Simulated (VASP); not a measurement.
A run of VASP 6.6.1 is set up as follows.

File INCAR:

```
  PREC = Accurate
  ENCUT = 520
  EDIFF = 1E-6
  ISMEAR = -1
  SIGMA = 0.06122561905347299
  LREAL = F
  LASPH = T
  NELM = 100
  ALGO = Normal
  ISIF = 2
  LWAVE = F
  LCHARG = F
  GGA = PE
  NBANDS = 10
```

The input KPOINTS:

```
regular mesh
0
Gamma
  37 37 37
```

Contents of POSCAR:

```
Na
1.0
   -2.0990938446      2.0990938446      2.0990938446
    2.0990938446     -2.0990938446      2.0990938446
    2.0990938446      2.0990938446     -2.0990938446
Na
1
Direct
    0.0000000000      0.0000000000      0.0000000000
```

Potentials or basis: VASP PAW PBE potentials, release 64 (Na_pv).

The run is started by

```console
$ cat potpaw_PBE.64/Na_pv/POTCAR > POTCAR
$ mpirun -np 1 vasp_std > vasp.out
```

Task: Estimate the pressure.

Result: 0.0 GPa.
